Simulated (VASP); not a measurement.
# CdAu2 (P6/mmm) in VASP: a series of runs

Runs on CdAu2. Level: PBE. Tasks: relaxation of cell and atoms, single point.

Program: VASP 6.6.1. These are calculated values, not measurements. Logs are shortened: lines on timing, memory, paths and dates and some standing lists are left out, and cuts for length are marked.

## 1. The cell of the first run

Symmetry: P6/mmm, No. 191, hexagonal system. Conventional cell: a = 4.757 Å, b = 4.757 Å, c = 2.979 Å, α = 90.00°, β = 90.00°, γ = 120.00°. Within 3.9 Å of Cd (site symmetry 6/mmm) lie 2 Cd at 2.98 Å and 12 Au at 3.12 Å. Within 3.6 Å of Au (site symmetry -6m2) lie 5 Au at 2.75 to 2.98 Å and 6 Cd at 3.12 Å.

## 2. Relaxation of cell and atoms, PBE

Contents of INCAR:

```
PREC = Accurate
ENCUT = 600
EDIFF = 1E-7
ISMEAR = 0
SIGMA = 0.1
LREAL = False
LASPH = True
NELM = 100
ALGO = Fast
ISIF = 3
LWAVE = False
LCHARG = False
GGA = PE
IBRION = 2
NSW = 100
EDIFFG = -0.01
```

Contents of KPOINTS:

```
Automatic mesh
0
Gamma
  12 12 16
```

Contents of POSCAR:

```
CdAu2
1.0
    4.7571998460      0.0000000000      0.0000000000
   -2.3785999230      4.1198559175      0.0000000000
    0.0000000000      0.0000000000      2.9793510503
Cd Au
1 2
Direct
    0.0000000000      0.0000000000      0.0000000000
    0.3333333333      0.6666666667      0.5000000000
    0.6666666667      0.3333333333      0.5000000000
```

Potentials or basis: VASP PAW PBE potentials, release 64 (Cd, Au).

Launch:

```console
$ cat potpaw_PBE.64/Cd/POTCAR potpaw_PBE.64/Au/POTCAR > POTCAR
$ mpirun -np 1 vasp_std > vasp.out
```

OUTCAR:

```text
PREC = Accurate
   ENCUT = 600
   EDIFF = 1E-7
   ISMEAR = 0
   LREAL = False
   LASPH = True
   NELM = 100
   ISIF = 3
   GGA = PE
   IBRION = 2
   NSW = 100
   EDIFFG = -0.01

 ion  position               nearest neighbor table
   1  0.000  0.000  0.000-   2 3.12   3 3.12   2 3.12   3 3.12   2 3.12   2 3.12   3 3.12   3 3.12
                             3 3.12   3 3.12   2 3.12   2 3.12
   2  0.333  0.667  0.500-   3 2.75   3 2.75   3 2.75   1 3.12   1 3.12   1 3.12   1 3.12   1 3.12
                             1 3.12
   3  0.667  0.333  0.500-   2 2.75   2 2.75   2 2.75   1 3.12   1 3.12   1 3.12   1 3.12   1 3.12
                             1 3.12

  LATTYP: Found a hexagonal cell.
 ALAT       =     4.7571998460
 C/A-ratio  =     0.6262825079

  Lattice vectors:

 A1 = (   4.7571998460,   0.0000000000,   0.0000000000)
 A2 = (  -2.3785999230,   4.1198559175,   0.0000000000)
 A3 = (   0.0000000000,   0.0000000000,   2.9793510503)

Analysis of symmetry for initial positions (statically):
=====================================================================
 Subroutine PRICEL returns:
 Original cell was already a primitive cell.

 Routine SETGRP: Setting up the symmetry group for a
 hexagonal supercell.

 Subroutine GETGRP returns: Found 24 space group operations
 (whereof 24 operations were pure point group operations)
 out of a pool of 24 trial point group operations.

The static configuration has the point symmetry D_6h.

Analysis of symmetry for dynamics (positions and initial velocities):
=====================================================================
 Subroutine PRICEL returns:
 Original cell was already a primitive cell.

 Routine SETGRP: Setting up the symmetry group for a
 hexagonal supercell.

 Subroutine GETGRP returns: Found 24 space group operations
 (whereof 24 operations were pure point group operations)
 out of a pool of 24 trial point group operations.

The dynamic configuration has the point symmetry D_6h.

 Subroutine INISYM returns: Found 24 space group operations
 (whereof 24 operations are pure point group operations),
 and found     1 'primitive' translations

----------------------------------------------------------------------------------------

                                     Primitive cell

  volume of cell :      58.3922

[... 98 lines left out ...]
   POTIM  = 0.5000    time-step for ionic-motion
   TEBEG  =    0.0;   TEEND  =   0.0 temperature during run
   PSTRESS=    0.0 pullay stress
   NELECT =      34.0000    total number of electrons
   NUPDOWN=      -1.0000    fix difference up-down
   EMIN   =  10.00;   EMAX   =-10.00  energy-range for DOS
   EFERMI =   0.00;   METHOD = LEGACY
   ISMEAR =     0;   SIGMA  =   0.10  broadening in eV -4-tet -1-fermi 0-gaus
   EFERMI_NEDOS =   21; number of points for ismear=-14 and -15
   IALGO  =     68    algorithm
   IMIX   =      4    mixing-type and parameters
     AMIX     =   0.40;   BMIX     =  1.00
     AMIX_MAG =   1.60;   BMIX_MAG =  1.00
  volume/ion in A,a.u.               =      19.46       131.35
  Fermi-wavevector in a.u.,A,eV,Ry     =   1.367045  2.583340 25.426726  1.868812
  Thomas-Fermi vector in A             =   2.493132
   LORBIT       =      0    0 simple, 1 ext, 2 COOP (PROOUT), +10 PAW based schemes
   GGA     = PE    functional components
   LHFCALC =     F    Hartree Fock is set to
   AEXX    =    0.0000 exact exchange contribution
   IVDW    =     0    specifies the selected vdW correction
   LEPSILON=     F    determine dielectric tensor
   LRPA    =     F    only Hartree local field effects (RPA)
 conjugate gradient relaxation of ions
 non-spin polarized calculation
 RMM-DIIS sequential band-by-band and
 Gauss-broadening in eV      SIGMA  =   0.10
  energy-cutoff  :      600.00
  volume of cell :       58.39
 maximum number of plane-waves:      1992
 NGX is ok and might be reduce to    40
   NGX = 19   NGY = 19   NGZ = 11

--------------------------------------- Ionic step        1  -------------------------------------------

 number of electron      34.0000000 magnetization

 Free energy of the ion-electron system (eV)
  ---------------------------------------------------
  ext. energy  EPLUGINS =         0.00000000
  ---------------------------------------------------
  free energy    TOTEN  =        -7.47129539 eV

  energy without entropy =       -7.46591627  energy(sigma->0) =       -7.46860583

------------------------ aborting loop because EDIFF is reached ----------------------------------------

  FORCE on cell =-STRESS in cart. coord.  units (eV):
  Direction    XX          YY          ZZ          XY          YZ          ZX
  --------------------------------------------------------------------------------------
  -------------------------------------------------------------------------------------
  Total        0.0739038      0.0739038     -0.7133048      0.0000000     -0.0000000      0.0000000
  in kB        2.0277861      2.0277861    -19.5717933      0.0000000     -0.0000000      0.0000000
  external PRESSURE =      -5.1720737 kB  Pullay stress =       0.0000000 kB
[... 209 lines left out ...]
--------------------------------------- Ionic step        7  -------------------------------------------

 number of electron      33.9999996 magnetization

 Free energy of the ion-electron system (eV)
  ---------------------------------------------------
  ext. energy  EPLUGINS =         0.00000000
  ---------------------------------------------------
  free energy    TOTEN  =        -7.48143288 eV

  energy without entropy =       -7.47711198  energy(sigma->0) =       -7.47927243

 E-fermi :   6.3993     XC(G=0): -11.8645

 val. band max:        6.3881296231   @ k =   0.2500   0.2500   0.3750
 cond. band min:       6.4130554999   @ k =   0.4167   0.0000   0.5000
 fundamental gap:      0.0249258768
 Fermi energy:         6.3992851621

 k-point     1 :       0.0000    0.0000    0.0000
  band No.  band energies     occupation
      1      -3.1608      2.00000
      2      -2.6524      2.00000
      3      -2.3772      2.00000
      4      -2.3772      2.00000
      5      -2.0129      2.00000
      6      -2.0129      2.00000
[... 565 lines left out ...]
     20      12.9320      0.00000
     21      14.8584      0.00000

 [... further k-points ...]

------------------------ aborting loop because EDIFF is reached ----------------------------------------

  FORCE on cell =-STRESS in cart. coord.  units (eV):
  Direction    XX          YY          ZZ          XY          YZ          ZX
  --------------------------------------------------------------------------------------
  -------------------------------------------------------------------------------------
  Total        0.0014544      0.0014544      0.0035492      0.0000000      0.0000000      0.0000000
  in kB        0.0403129      0.0403129      0.0983781      0.0000000      0.0000000      0.0000000
  external PRESSURE =       0.0596679 kB  Pullay stress =       0.0000000 kB
[... 18 lines left out ...]
  FREE ENERGIE OF THE ION-ELECTRON SYSTEM (eV)
  ---------------------------------------------------
  free  energy   TOTEN  =        -7.4814328817 eV

  energy  without entropy=       -7.4771119830  energy(sigma->0) =       -7.47927243

 reached required accuracy - stopping structural energy minimisation
```

OSZICAR:

```text
N       E                     dE             d eps       ncg     rms          rms(c)
DAV:   1     0.252693588757E+03    0.25269E+03   -0.19890E+04  7230   0.179E+03
[... 76 lines left out ...]
DAV:   1    -0.748224540569E+01   -0.85083E-03   -0.20070E-02  7487   0.132E+00    0.180E-01
RMM:   2    -0.748149484945E+01    0.75056E-03   -0.18028E-03  7182   0.367E-01    0.675E-02
RMM:   3    -0.748144083744E+01    0.54012E-04   -0.18728E-04  7183   0.903E-02    0.477E-02
RMM:   4    -0.748143268499E+01    0.81525E-05   -0.29483E-05  7184   0.396E-02    0.909E-03
RMM:   5    -0.748143256252E+01    0.12246E-06   -0.35319E-06  7068   0.129E-02    0.494E-03
RMM:   6    -0.748143295650E+01   -0.39398E-06   -0.10177E-06  6517   0.619E-03    0.191E-03
RMM:   7    -0.748143288172E+01    0.74780E-07   -0.13848E-07  4170   0.291E-03
   7 F= -.74814329E+01 E0= -.74792724E+01  d E =-.224393E-03
```

CONTCAR:

```text
CdAu2
   1.00000000000000
     4.7865671328345796    0.0000000000000000   -0.0000000000000000
    -2.3932835664172898    4.1452887339386839   -0.0000000000000000
     0.0000000000000000   -0.0000000000000000    2.9131288464168459
  Cd              Au
     1     2
Direct
     0.0000000000000000    0.0000000000000000    0.0000000000000000
     0.3333333332999970    0.6666666667000030    0.5000000000000000
     0.6666666667000030    0.3333333332999970    0.5000000000000000

  0.00000000E+00  0.00000000E+00  0.00000000E+00
  0.00000000E+00  0.00000000E+00  0.00000000E+00
  0.00000000E+00  0.00000000E+00  0.00000000E+00
```

Run time: 18 min. Hardware: 1 thread of Intel Xeon 8259CL, shared host; peak memory 0.41 GiB.

What came out:

```
Free energy                           : -7.4814 eV
Relaxed volume                        : 19.27 Å³/atom
Relaxed cell                          : a = 4.787 Å, b = 4.787 Å, c = 2.913 Å, α = 90.00°, β = 90.00°, γ = 120.00°
Space group after relaxing (to 0.1 Å) : P6/mmm (No. 191)
Energy gained by relaxing             : 3.4 meV/atom
Ionic steps                           : 7
Pressure after relaxing               : 0.0 GPa
Band gap on the k mesh                : zero (bands 17 and 18 overlap by 4.50 eV)
```

The path:
| step | energy change (eV) | largest force (eV/Å) | pressure (GPa) | volume (Å³) |
| --- | --- | --- | --- | --- |
| 1 | 0.0000 | 0.0000 | -0.52 | 58.39 |
| 2 | -0.0066 | 0.0000 | 0.14 | 57.86 |
| 3 | -0.0087 | 0.0000 | 0.83 | 57.38 |
| 4 | -0.0081 | 0.0000 | -0.33 | 57.94 |
| 5 | -0.0099 | 0.0000 | 0.29 | 57.63 |
| 6 | -0.0101 | 0.0000 | -0.12 | 57.87 |
| 7 | -0.0101 | 0.0000 | 0.01 | 57.80 |

Final structure:
```
Cd Au
1.0
     4.78657    0.00000    0.00000
    -2.39328    4.14529    0.00000
     0.00000    0.00000    2.91313
Cd Au
1 2
Cartesian
  0.0000 0.0000 0.0000
  0.0000 2.7635 1.4566
  2.3933 1.3818 1.4566
```

Levels at points of the mesh, in eV from the Fermi level:
```csv
k point,band 13,band 14,band 15,band 16,band 17,band 18,band 19,band 20,band 21
"(0.00, 0.00, 0.00)",-3.57,-3.57,-2.60,-2.60,1.62,3.07,3.37,3.37,3.95
"(0.50, 0.00, 0.00)",-3.44,-2.86,-2.79,-2.53,-2.31,-1.05,1.89,9.44,9.71
"(0.00, 0.00, 0.50)",-3.63,-3.63,-2.64,-1.61,-0.43,4.92,6.01,6.58,6.58
"(0.50, 0.00, 0.50)",-3.25,-2.74,-2.06,-0.23,0.41,1.19,1.77,4.38,4.50
```

Caveat: spin-orbit coupling is left out, which moves the levels of the heavy elements.

(Continued in part 2 of 2.)

The gap in the log of VASP goes by the Fermi energy; the results here count the filled bands.